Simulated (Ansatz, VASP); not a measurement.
Ca3TlRh: VASP beside Ansatz

File INCAR:

```
PREC = Accurate
ENCUT = 600
EDIFF = 1E-6
ISMEAR = 0
SIGMA = 0.2
LREAL = F
LASPH = T
NELM = 60
ALGO = Normal
ISIF = 3
LWAVE = F
LCHARG = F
GGA = PE
IBRION = 2
NSW = 36
EDIFFG = -0.08
```

File KPOINTS:

```
Automatic mesh
0
Gamma
  4 4 2
```

File POSCAR:

```
Ca3TlRh
1.0
    3.8902833200      0.0000000000      0.0000000000
    0.0000000000      3.8902833200      0.0000000000
    0.0000000000      0.0000000000      8.8159088200
Ca Tl Rh
3 1 1
Direct
    0.5000000000      0.0000000000      0.3804749100
    0.0000000000      0.5000000000      0.3804749100
    0.5000000000      0.5000000000      0.8833228700
    0.0000000000      0.0000000000      0.9632847200
    0.0000000000      0.0000000000      0.6388392400
```

Input for Ansatz:

```yaml
crystal:
  lattice:
    - [3.89028332, 0.0, 0.0]
    - [0.0, 3.89028332, 0.0]
    - [0.0, 0.0, 8.81590882]
  atoms:
    - { symbol: Ca, position: [0.5, 0.0, 0.38047491] }
    - { symbol: Ca, position: [0.0, 0.5, 0.38047491] }
    - { symbol: Ca, position: [0.5, 0.5, 0.88332287] }
    - { symbol: Tl, position: [0.0, 0.0, 0.96328472] }
    - { symbol: Rh, position: [0.0, 0.0, 0.63883924] }
basis:
  ecutwfc: 420
kpoints:
  mp_grid: { grid: [4, 4, 2] }
hamiltonian:
  xc: pbe
scf:
  occupations: { method: gaussian, width: 0.2 }
  lower_state_search: "off"
output:
  forces: true
  stress: true
  eigenvalues: true
relax:
  adjacent_minimum: "off"
  f_tol: 0.08
  max_steps: 16
  cell: { stress_tol: 0.8 }
```

Alike in both runs: task relaxation of cell and atoms; functional PBE; k mesh 4 × 4 × 2; occupations gaussian, width 0.2 eV; no spin polarisation.

|  | VASP | Ansatz |
| --- | --- | --- |
| version | VASP 6.6.1 | Ansatz 0.2.0 |
| potentials or method | VASP PAW PBE potentials, release 64 (Ca_sv, Tl_d, Rh_pv), cutoff 600 eV | scalar-relativistic, plane waves, PAW |
| valence electrons in the cell | 58 | 60 |

|  | VASP | Ansatz | Ansatz less VASP |
| --- | --- | --- | --- |
| gap on the k mesh at the Fermi level, each at its own relaxed structure (eV) | none | none | - |
| relaxed volume (Å³/atom) | 29.91 | 29.70 | -0.218 |
| relaxed length of the cell vector where the two differ most in proportion (Å) | 6.837 | 6.889 | +0.0520 |

A gap of «none» marks a metal or a gap that the smearing closes. VASP's potentials hold 58 valence electrons a cell and Ansatz's 60, so a difference there can come from the potentials and not from the codes.

The k mesh is coarse, so the values compare programs but aren't converged. Spin-orbit coupling is off throughout.
